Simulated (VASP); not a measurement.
# Sn6Ge (R-3) in VASP: further runs

Runs on Sn6Ge. Level: PBE. Tasks: single point.

Everything below comes from runs of VASP 6.6.1. Logs are shortened: lines on timing, memory, paths and dates and some standing lists are left out, and cuts for length are marked.

## Step 1: The cell of the first run

Symmetry: R-3, No. 148, trigonal system. Conventional cell: a = 12.211 Å, b = 12.211 Å, c = 11.295 Å, α = 90.00°, β = 90.00°, γ = 120.00°. Sn (site symmetry 1) has 1 Ge at 2.73 Å and 3 Sn at 2.88 Å within 3.6 Å. Sn (site symmetry 1) has 4 Sn at 2.86 to 2.88 Å within 3.8 Å. Ge (site symmetry 3) has 1 Ge at 2.54 Å and 3 Sn at 2.73 Å within 3.3 Å.

## Step 2: Single point, PBE

Contents of INCAR:

```
ALGO = Normal ; EDIFF = 1E-6
ENCUT = 500 ; GGA = PE
GGA_COMPAT = False ; ISIF = 2
ISMEAR = 0 ; LASPH = True
LCHARG = False ; LREAL = False
LWAVE = False ; NBANDS = 111
NELM = 120 ; PREC = Accurate
SIGMA = 0.2
```

Contents of KPOINTS:

```
k-points
0
Gamma
  3 3 3
```

Contents of POSCAR:

```
Sn6Ge
1.0
    6.1056321941      3.5250883908      3.7650229516
   -6.1056321941      3.5250883908      3.7650229516
    0.0000000000     -7.0501767816      3.7650229517
Sn Ge
12 2
Direct
    0.8472087286      0.9843000665      0.5740428946
    0.1527912714      0.0156999335      0.4259571054
    0.7347331657      0.3094729097      0.5982214895
    0.2652668343      0.6905270903      0.4017785105
    0.4259571054      0.1527912714      0.0156999335
    0.5740428946      0.8472087286      0.9843000665
    0.4017785105      0.2652668343      0.6905270903
    0.5982214895      0.7347331657      0.3094729097
    0.9843000665      0.5740428946      0.8472087286
    0.0156999335      0.4259571054      0.1527912714
    0.3094729097      0.5982214895      0.7347331657
    0.6905270903      0.4017785105      0.2652668343
    0.8876610447      0.8876610447      0.8876610447
    0.1123389553      0.1123389553      0.1123389553
```

Potentials or basis: VASP PAW PBE potentials, release 64 (Sn_d, Ge_d).

The run is started by

```sh
$ cat potpaw_PBE.64/Sn_d/POTCAR potpaw_PBE.64/Ge_d/POTCAR > POTCAR
$ mpirun -np 1 vasp_std > vasp.out
```

OUTCAR:

```text
EDIFF = 1E-6
   ENCUT = 500
   GGA = PE
   ISIF = 2
   ISMEAR = 0
   LASPH = True
   LREAL = False
   NELM = 120
   PREC = Accurate

 ion  position               nearest neighbor table
   1  0.847  0.984  0.574-  13 2.73   8 2.88   3 2.88   2 2.88
   2  0.153  0.016  0.426-  14 2.73   7 2.88   4 2.88   1 2.88
   3  0.735  0.309  0.598-   7 2.86  12 2.86   9 2.88   1 2.88
   4  0.265  0.691  0.402-   8 2.86  11 2.86  10 2.88   2 2.88
   5  0.426  0.153  0.016-  14 2.73  12 2.88   7 2.88   6 2.88
   6  0.574  0.847  0.984-  13 2.73  11 2.88   8 2.88   5 2.88
   7  0.402  0.265  0.691-   3 2.86  11 2.86   2 2.88   5 2.88
   8  0.598  0.735  0.309-   4 2.86  12 2.86   1 2.88   6 2.88
   9  0.984  0.574  0.847-  13 2.73   3 2.88  11 2.88  10 2.88
  10  0.016  0.426  0.153-  14 2.73   4 2.88  12 2.88   9 2.88
  11  0.309  0.598  0.735-   4 2.86   7 2.86   6 2.88   9 2.88
  12  0.691  0.402  0.265-   3 2.86   8 2.86   5 2.88  10 2.88
  13  0.888  0.888  0.888-  14 2.54   6 2.73   1 2.73   9 2.73
  14  0.112  0.112  0.112-  13 2.54   5 2.73   2 2.73  10 2.73

  LATTYP: Found a trigonal (rhomboedric) cell.
 ALAT       =     7.9925209089
 COS(alpha) =    -0.1671420356

  Lattice vectors:

 A1 = (   6.1056321941,   3.5250883908,   3.7650229516)
 A2 = (  -6.1056321941,   3.5250883908,   3.7650229516)
 A3 = (   0.0000000000,  -7.0501767816,   3.7650229517)

Analysis of symmetry for initial positions (statically):
=====================================================================
 Subroutine PRICEL returns:
 Original cell was already a primitive cell.

 Routine SETGRP: Setting up the symmetry group for a
 trigonal (rhombohedral) supercell.

 Subroutine GETGRP returns: Found  6 space group operations
 (whereof  6 operations were pure point group operations)
 out of a pool of 12 trial point group operations.

The static configuration has the point symmetry S_6 .

Analysis of symmetry for dynamics (positions and initial velocities):
=====================================================================
 Subroutine PRICEL returns:
 Original cell was already a primitive cell.

 Routine SETGRP: Setting up the symmetry group for a
 trigonal (rhombohedral) supercell.

 Subroutine GETGRP returns: Found  6 space group operations
 (whereof  6 operations were pure point group operations)
 out of a pool of 12 trial point group operations.

The dynamic configuration has the point symmetry S_6 .

 Subroutine INISYM returns: Found  6 space group operations
 (whereof  6 operations are pure point group operations),
 and found     1 'primitive' translations

----------------------------------------------------------------------------------------

                                     Primitive cell

  volume of cell :     486.2051

  direct lattice vectors                    reciprocal lattice vectors
     6.105632194  3.525088391  3.765022952     0.081891602  0.047280138  0.088534210
    -6.105632194  3.525088391  3.765022952    -0.081891602  0.047280138  0.088534210
     0.000000000 -7.050176782  3.765022952     0.000000000 -0.094560277  0.088534210

  length of vectors
     7.992520909  7.992520909  7.992520909     0.129537455  0.129537455  0.129537455

  position of ions in fractional coordinates (direct lattice)
     0.847208729  0.984300066  0.574042895
     0.152791271  0.015699934  0.425957105
     0.734733166  0.309472910  0.598221489
     0.265266834  0.690527090  0.401778511
     0.425957105  0.152791271  0.015699934
     0.574042895  0.847208729  0.984300066
     0.401778511  0.265266834  0.690527090
     0.598221489  0.734733166  0.309472910
     0.984300066  0.574042895  0.847208729
     0.015699934  0.425957105  0.152791271
     0.309472910  0.598221489  0.734733166
     0.690527090  0.401778511  0.265266834
     0.887661045  0.887661045  0.887661045
     0.112338955  0.112338955  0.112338955

  ion indices of the primitive-cell ions
   primitive index   ion index
                 1           1
                 2           2
                 3           3
                 4           4
                 5           5
                 6           6
                 7           7
                 8           8
                 9           9
                10          10
                11          11
                12          12
                13          13
                14          14

----------------------------------------------------------------------------------------

 KPOINTS: k-points

Automatic generation of k-mesh.
 Grid dimensions read from file:
 generate k-points for:    3    3    3

 Generating k-lattice:

  Cartesian coordinates                     Fractional coordinates (reciprocal lattice)
     0.027297201  0.015760046  0.029511403     0.333333333 -0.000000000 -0.000000000
    -0.027297201  0.015760046  0.029511403    -0.000000000  0.333333333 -0.000000000
     0.000000000 -0.031520092  0.029511403     0.000000000  0.000000000  0.333333333

  Length of vectors
     0.043179152  0.043179152  0.043179152

  Shift w.r.t. Gamma in fractional coordinates (k-lattice)
     0.000000000  0.000000000  0.000000000

 Subroutine IBZKPT returns following result:
 ===========================================

 Found      6 irreducible k-points:

 Following reciprocal coordinates:
            Coordinates               Weight
  0.000000  0.000000  0.000000      1.000000
  0.333333 -0.000000 -0.000000      6.000000
  0.333333  0.333333 -0.000000      6.000000
 -0.333333  0.333333  0.000000      6.000000
  0.333333  0.333333  0.333333      2.000000
 -0.333333  0.333333  0.333333      6.000000
   k-points           NKPTS =      6   k-points in BZ     NKDIM =      6   number of bands    NBANDS=    111
   number of dos      NEDOS =    301   number of ions     NIONS =     14
   total plane-waves  NPLWV = 216000
   dimension x,y,z NGX =    60 NGY =   60 NGZ =   60
   dimension x,y,z NGXF=   120 NGYF=  120 NGZF=  120
   ions per type =              12   2
   NGX,Y,Z   is equivalent  to a cutoff of  12.48, 12.48, 12.48 a.u.
   NGXF,Y,Z  is equivalent  to a cutoff of  24.96, 24.96, 24.96 a.u.
 SYSTEM =  unknown system
   PREC   = accura    normal or accurate (medium, high low for compatibility)
   ISTART =      0    job   : 0-new  1-cont  2-samecut
   ICHARG =      2    charge: 1-file 2-atom 10-const
   ISPIN  =      1    spin polarized calculation?
   LNONCOLLINEAR =      F non collinear calculations
   LSORBIT =      F    spin-orbit coupling
   LASPH  =      T    aspherical Exc in radial PAW
   ENCUT  =  500.0 eV  36.75 Ry    6.06 a.u.  14.57 14.57 14.57*2*pi/ulx,y,z
   NELM   =    120;   NELMIN=  2; NELMDL= -5     # of ELM steps
   EDIFF  = 0.1E-05   stopping-criterion for ELM
   LREAL  =      F    real-space projection
   EDIFFG = 0.1E-04   stopping-criterion for IOM
   NSW    =      0    number of steps for IOM
   IBRION =     -1    ionic relax: 0-MD 1-quasi-New 2-CG
   NFREE  =      0    steps in history (QN), initial steepest desc. (CG)
   ISIF   =      2    stress and relaxation
   ISYM   =      2    0-nonsym 1-usesym 2-fastsym
   POTIM  = 0.5000    time-step for ionic-motion
   TEBEG  =    0.0;   TEEND  =   0.0 temperature during run
   PSTRESS=    0.0 pullay stress
   NELECT =     196.0000    total number of electrons
   NUPDOWN=      -1.0000    fix difference up-down
   EMIN   =  10.00;   EMAX   =-10.00  energy-range for DOS
   EFERMI =   0.00;   METHOD = LEGACY
   ISMEAR =     0;   SIGMA  =   0.20  broadening in eV -4-tet -1-fermi 0-gaus
   EFERMI_NEDOS =   21; number of points for ismear=-14 and -15
   IALGO  =     38    algorithm
   IMIX   =      4    mixing-type and parameters
     AMIX     =   0.40;   BMIX     =  1.00
     AMIX_MAG =   1.60;   BMIX_MAG =  1.00
  volume/ion in A,a.u.               =      34.73       234.36
  Fermi-wavevector in a.u.,A,eV,Ry     =   1.209355  2.285349 19.899047  1.462539
  Thomas-Fermi vector in A             =   2.344935
   LORBIT       =      0    0 simple, 1 ext, 2 COOP (PROOUT), +10 PAW based schemes
   GGA     = PE    functional components
   LHFCALC =     F    Hartree Fock is set to
   AEXX    =    0.0000 exact exchange contribution
   IVDW    =     0    specifies the selected vdW correction
   LEPSILON=     F    determine dielectric tensor
   LRPA    =     F    only Hartree local field effects (RPA)
 non-spin polarized calculation
 Gauss-broadening in eV      SIGMA  =   0.20
  energy-cutoff  :      500.00
  volume of cell :      486.21
 maximum number of plane-waves:     12409
 NGX is ok and might be reduce to    60
   NGX = 29   NGY = 29   NGZ = 29

 number of electron     195.9999957 magnetization

 Free energy of the ion-electron system (eV)
  ---------------------------------------------------
  ext. energy  EPLUGINS =         0.00000000
  ---------------------------------------------------
  free energy    TOTEN  =       -54.89661914 eV

  energy without entropy =      -54.85339953  energy(sigma->0) =      -54.87500934

 E-fermi :   4.8202     XC(G=0):  -8.7101

 val. band max:        4.6140981932   @ k =   0.3333  -0.0000  -0.0000
 cond. band min:       4.9093350357   @ k =   0.3333   0.3333   0.3333
 fundamental gap:      0.2952368425
 Fermi energy:         4.8202495496

 k-point     1 :       0.0000    0.0000    0.0000
  band No.  band energies     occupation
      1     -19.8332      2.00000
      2     -19.7727      2.00000
      3     -19.7727      2.00000
      4     -19.7518      2.00000
      5     -19.7518      2.00000
      6     -19.7411      2.00000
[... 102 lines left out ...]
    109       7.6019      0.00000
    110       7.9141      0.00000

 k-point     2 :       0.3333   -0.0000   -0.0000
  band No.  band energies     occupation
      1     -19.8332      2.00000
      2     -19.7727      2.00000
      3     -19.7727      2.00000
      4     -19.7518      2.00000
      5     -19.7518      2.00000
      6     -19.7411      2.00000
[... 102 lines left out ...]
    109       7.9021      0.00000
    110       8.0387      0.00000

 k-point     3 :       0.3333    0.3333   -0.0000
  band No.  band energies     occupation
      1     -19.8332      2.00000
      2     -19.7727      2.00000
      3     -19.7727      2.00000
      4     -19.7518      2.00000
      5     -19.7518      2.00000
      6     -19.7411      2.00000
[... 102 lines left out ...]
    109       8.0239      0.00000
    110       8.1021      0.00000

 k-point     4 :      -0.3333    0.3333    0.0000
  band No.  band energies     occupation
      1     -19.8332      2.00000
      2     -19.7727      2.00000
      3     -19.7727      2.00000
      4     -19.7518      2.00000
      5     -19.7518      2.00000
      6     -19.7411      2.00000
[... 102 lines left out ...]
    109       7.8007      0.00000
    110       7.9591      0.00000

 k-point     5 :       0.3333    0.3333    0.3333
  band No.  band energies     occupation
      1     -19.8332      2.00000
      2     -19.7727      2.00000
      3     -19.7727      2.00000
      4     -19.7518      2.00000
      5     -19.7518      2.00000
      6     -19.7411      2.00000
[... 102 lines left out ...]
    109       7.9098      0.00000
    110       7.9881      0.00000

 k-point     6 :      -0.3333    0.3333    0.3333
  band No.  band energies     occupation
      1     -19.8332      2.00000
      2     -19.7727      2.00000
      3     -19.7727      2.00000
      4     -19.7518      2.00000
      5     -19.7518      2.00000
      6     -19.7411      2.00000
[... 102 lines left out ...]
    109       7.5361      0.00000
    110       7.7114      0.00000
 [bands above 110 left out]

------------------------ aborting loop because EDIFF is reached ----------------------------------------

  FORCE on cell =-STRESS in cart. coord.  units (eV):
  Direction    XX          YY          ZZ          XY          YZ          ZX
  --------------------------------------------------------------------------------------
  -------------------------------------------------------------------------------------
  Total        0.0343567      0.0343567      0.0018742     -0.0000001     -0.0000000     -0.0000000
  in kB        0.1132145      0.1132145      0.0061759     -0.0000003     -0.0000000     -0.0000000
  external PRESSURE =       0.0775350 kB  Pullay stress =       0.0000000 kB

 VOLUME and BASIS-vectors are now :
 -----------------------------------------------------------------------------
  energy-cutoff  :      500.00
  volume of cell :      486.21
      direct lattice vectors                 reciprocal lattice vectors
     6.105632194  3.525088391  3.765022952     0.081891602  0.047280138  0.088534210
    -6.105632194  3.525088391  3.765022952    -0.081891602  0.047280138  0.088534210
     0.000000000 -7.050176782  3.765022952     0.000000000 -0.094560277  0.088534210

 POSITION                                       TOTAL-FORCE (eV/Angst)
 -----------------------------------------------------------------------------------
     -0.83703      2.40913      9.05696        -0.003815     -0.000727      0.014430
      0.83703     -2.40913      2.23811         0.003815      0.000727     -0.014430
      2.59648     -0.53665      6.18378         0.006913     -0.002242     -0.015214
     -2.59648      0.53665      5.11129        -0.006913      0.002242      0.015214
      1.66785      1.92945      2.23811        -0.002537      0.002940     -0.014430
     -1.66785     -1.92945      9.05696         0.002537     -0.002940      0.014430
      0.83349     -2.51694      5.11129         0.001514     -0.007108      0.015214
     -0.83349      2.51694      6.18378        -0.001514      0.007108     -0.015214
      2.50488     -0.47967      9.05696         0.001277      0.003667      0.014430
     -2.50488      0.47967      2.23811        -0.001277     -0.003667     -0.014430
     -1.76299     -1.98030      6.18378        -0.005398     -0.004866     -0.015214
      1.76299      1.98030      5.11129         0.005398      0.004866      0.015214
      0.00000      0.00000     10.02619        -0.000000      0.000000     -0.023694
      0.00000      0.00000      1.26888        -0.000000      0.000000      0.023694
 -----------------------------------------------------------------------------------
    total drift:                               -0.000000      0.000000     -0.000000

  FREE ENERGIE OF THE ION-ELECTRON SYSTEM (eV)
  ---------------------------------------------------
  free  energy   TOTEN  =       -54.8966191384 eV

  energy  without entropy=      -54.8533995339  energy(sigma->0) =      -54.87500934
```

It took 13 min on 1 thread of Intel Xeon 8259CL, shared host; peak memory 0.58 GiB.

Results:

- Free energy: -54.8966 eV
- Pressure: 0.0 GPa
- Largest force: 0.024 eV/Å
- Band gap on the k mesh: zero (bands 98 and 99 overlap by 0.09 eV)

Forces in eV/Å, atoms in the order of the input:
```
Sn  -0.004 -0.001  0.014
Sn   0.004  0.001 -0.014
Sn   0.007 -0.002 -0.015
Sn  -0.007  0.002  0.015
Sn  -0.003  0.003 -0.014
Sn   0.003 -0.003  0.014
Sn   0.002 -0.007  0.015
Sn  -0.002  0.007 -0.015
Sn   0.001  0.004  0.014
Sn  -0.001 -0.004 -0.014
Sn  -0.005 -0.005 -0.015
Sn   0.005  0.005  0.015
Ge   0.000  0.000 -0.024
Ge   0.000  0.000  0.024
```

Levels at points of the mesh, in eV from the Fermi level:
```tsv
k point	band 94	band 95	band 96	band 97	band 98	band 99	band 100	band 101	band 102	band 103
(0.00, 0.00, 0.00)	-1.69	-1.59	-1.08	0.13	0.17	0.17	1.91	1.91	1.98	2.09
```

Caveat: semilocal functionals underestimate gaps, so a narrow gap can read as zero; spin-orbit coupling is left out, which moves the levels of the heavy elements.

## Step 3: Single point, PBE

This run uses another cell than the first one, of 35.31 Å³/atom.

Contents of INCAR:

```
SYSTEM = Sn6Ge
  PREC = Accurate
  ENCUT = 500
  EDIFF = 1E-6
  ISMEAR = 0
  SIGMA = 0.1
  LREAL = .False.
  LASPH = .True.
  NELM = 120
  ALGO = Normal
  ISIF = 2
  LWAVE = .False.
  LCHARG = .False.
  GGA = PE
  NBANDS = 111
  GGA_COMPAT = .False.
```

Contents of KPOINTS:

```
regular mesh
0
Gamma
  3 3 3
  0 0 0
```

Contents of POSCAR:

```
Sn6Ge
1.0
    6.1462508010      3.5485395545      3.7780850299
   -6.1462508010      3.5485395545      3.7780850299
    0.0000000000     -7.0970791089      3.7780850299
Sn Ge
12 2
Direct
    0.8483692668      0.9855619073      0.5750636755
    0.1516307332      0.0144380927      0.4249363245
    0.7320985718      0.3083017594      0.6009702168
    0.2679014282      0.6916982406      0.3990297832
    0.4249363245      0.1516307332      0.0144380927
    0.5750636755      0.8483692668      0.9855619073
    0.3990297832      0.2679014282      0.6916982406
    0.6009702168      0.7320985718      0.3083017594
    0.9855619073      0.5750636755      0.8483692668
    0.0144380927      0.4249363245      0.1516307332
    0.3083017594      0.6009702168      0.7320985718
    0.6916982406      0.3990297832      0.2679014282
    0.8865314290      0.8865314290      0.8865314290
    0.1134685710      0.1134685710      0.1134685710
```

Potentials or basis: VASP PAW PBE potentials, release 64 (Sn_d, Ge_d).

The run is started by

```sh
$ cat potpaw_PBE.64/Sn_d/POTCAR potpaw_PBE.64/Ge_d/POTCAR > POTCAR
$ mpirun -np 1 vasp_std > vasp.out
```

Run time: 13 min. Hardware: 1 thread of Intel Xeon 8259CL, shared host; peak memory 0.58 GiB.

It converged, with:

- Free energy: -54.8599 eV
- Pressure: -0.6 GPa
- Largest force: 0.106 eV/Å
- Band gap on the k mesh: zero (bands 98 and 99 overlap by 0.13 eV)

Forces in eV/Å, atoms in the order of the input:
```
Sn  -0.013 -0.009 -0.077
Sn   0.013  0.009  0.077
Sn   0.018  0.033  0.042
Sn  -0.018 -0.033 -0.042
Sn  -0.014  0.007  0.077
Sn   0.014 -0.007 -0.077
Sn   0.037  0.001 -0.042
Sn  -0.037 -0.001  0.042
Sn  -0.001  0.015 -0.077
Sn   0.001 -0.015  0.077
Sn   0.019 -0.032  0.042
Sn  -0.019  0.032 -0.042
Ge   0.000  0.000  0.106
Ge   0.000  0.000 -0.106
```

Stress tensor (GPa, compression positive):
```
-0.53  0.00  0.00
 0.00 -0.53  0.00
 0.00  0.00 -0.83
```

Levels at points of the mesh, in eV from the Fermi level:
```csv
k point,band 96,band 97,band 98,band 99,band 100,band 101
"(0.00, 0.00, 0.00)",-1.20,0.13,0.13,0.20,1.89,1.89
```

Caveat: semilocal functionals underestimate gaps, so a narrow gap can read as zero; spin-orbit coupling is left out, which moves the levels of the heavy elements.
